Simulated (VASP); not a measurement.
Wanted: the native input for a VASP 6.6.1 run.

| Property | Result |
| --- | --- |
| Task | single point |
| Functional | PBE |
| Potentials or basis | VASP PAW PBE potentials, release 64 (K_sv, P, Ru_pv) |
| Cutoff | 520 eV |
| k mesh | 4 × 4 × 4 |
| Occupations | gaussian, width 0.1 eV |
| Spin | no spin polarisation |
| Dipole correction | no |
| Further INCAR settings | ALGO = Normal; EDIFF = 1e-06; NBANDS = 31 |

The structure of K3PRu lies in POSCAR:

```
K3PRu
1.0
    5.2838578300      0.0000000000      0.0000000000
    0.0000000000      5.2838578300      0.0000000000
    0.0000000000      0.0000000000      5.2838578300
K P Ru
3 1 1
Direct
    0.5000000000      0.0000000000      0.0000000000
    0.0000000000      0.5000000000      0.0000000000
    0.0000000000      0.0000000000      0.5000000000
    0.0000000000      0.0000000000      0.0000000000
    0.5000000000      0.5000000000      0.5000000000
```

The cell was generated, and may not be a known phase.

One way to write it, as run:

INCAR

```
PREC = Accurate
ENCUT = 520
EDIFF = 1E-6
ISMEAR = 0
SIGMA = 0.1
LREAL = False
LASPH = True
NELM = 80
ALGO = Normal
ISIF = 2
LWAVE = False
LCHARG = False
GGA = PE
NBANDS = 31
```

KPOINTS

```
Automatic mesh
0
Gamma
  4 4 4
```

Potentials or basis: VASP PAW PBE potentials, release 64 (K_sv, P, Ru_pv).

Launch:

```console
$ cat potpaw_PBE.64/K_sv/POTCAR potpaw_PBE.64/P/POTCAR potpaw_PBE.64/Ru_pv/POTCAR > POTCAR
$ mpirun -np 1 vasp_std > vasp.out
```

It gave:

* Pressure: 10.4 GPa
* Band gap on the k mesh: zero (bands 23 and 24 overlap by 0.37 eV)

Caveat: the cell stands under pressure.

It took 2 min on 1 thread of Oxide Virtual Turin-like Processor, on a shared host, peak memory 0.22 GiB.
